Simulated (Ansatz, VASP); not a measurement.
**Co in VASP and in Ansatz**

```
Co
1.0
    -1.45777    1.45777    1.45777
     1.45777   -1.45777    1.45777
     1.45777    1.45777   -1.45777
Co
1
Cartesian
  0.0000 0.0000 0.0000
```

Alike in both runs: task single point; functional BLYP; k mesh 18 × 18 × 18; occupations fermi-dirac, width 0.1 eV; no spin polarisation.

|  | VASP | Ansatz |
| --- | --- | --- |
| version | VASP 6.6.1 | Ansatz 0.2.0 |
| potentials or method | VASP PAW PBE potentials, release 64 (Co), cutoff 520 eV | plane waves (420 eV) with PAW, scalar-relativistic |
| valence electrons in the cell | 9 | 17 |

|  | VASP | Ansatz | Ansatz less VASP |
| --- | --- | --- | --- |
| pressure (GPa) | -17.5 | -17.6 | -0.12 |

VASP's potentials were made for PBE, not for BLYP. VASP's potentials hold 9 valence electrons a cell and Ansatz's 17, so a difference there can come from the potentials and not from the codes.
